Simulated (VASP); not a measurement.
Write the native input for VASP 6.6.1 that does the following.

- Task: single point
- Functional: PBE
- Potentials or basis: VASP PAW PBE potentials, release 64 (Hf_pv)
- Cutoff: 520 eV
- k mesh: 19 × 19 × 19
- Occupations: fermi-dirac, width 0.08 eV
- Spin: no spin polarisation
- Dipole correction: no
- Further INCAR settings: ALGO = Normal; EDIFF = 1e-06; NBANDS = 17

The structure of Hf lies in POSCAR:

```
Hf
1.0
   -2.0657231039      2.0657231039      1.1309007645
    2.0657231039     -2.0657231039      1.1309007645
    2.0657231039      2.0657231039     -1.1309007645
Hf
2
Direct
   -0.3750000000     -0.1250000000     -0.2500000000
    0.3750000000      0.1250000000      0.2500000000
```

The input as run:

INCAR

```
PREC = Accurate
ENCUT = 520
EDIFF = 1E-6
ISMEAR = -1
SIGMA = 0.08
LREAL = False
LASPH = True
NELM = 80
ALGO = Normal
ISIF = 2
LWAVE = False
LCHARG = True
GGA = PE
LELF = True
LVHAR = True
NBANDS = 17
```

KPOINTS

```
regular mesh
0
Gamma
  19 19 19
```

Potentials or basis: VASP PAW PBE potentials, release 64 (Hf_pv).

Run with:

```bash
$ cat potpaw_PBE.64/Hf_pv/POTCAR > POTCAR
$ mpirun -np 1 vasp_std > vasp.out
```

Results of the run:

```json
{
 "Pressure": "419.5 GPa",
 "Band gap on the k mesh": "zero (band 10 reaches 13.89 eV, above the bottom of band 11 at 9.65 eV)"
}
```

Caveat: spin-orbit coupling is left out, which moves the levels of the heavy elements.

Run time: 2.4 min on 1 thread of Intel(R) Xeon(R) Platinum 8259CL CPU @ 2.50GHz (Skylake/Cascade Lake), with other jobs on the host, peak memory 0.27 GiB.
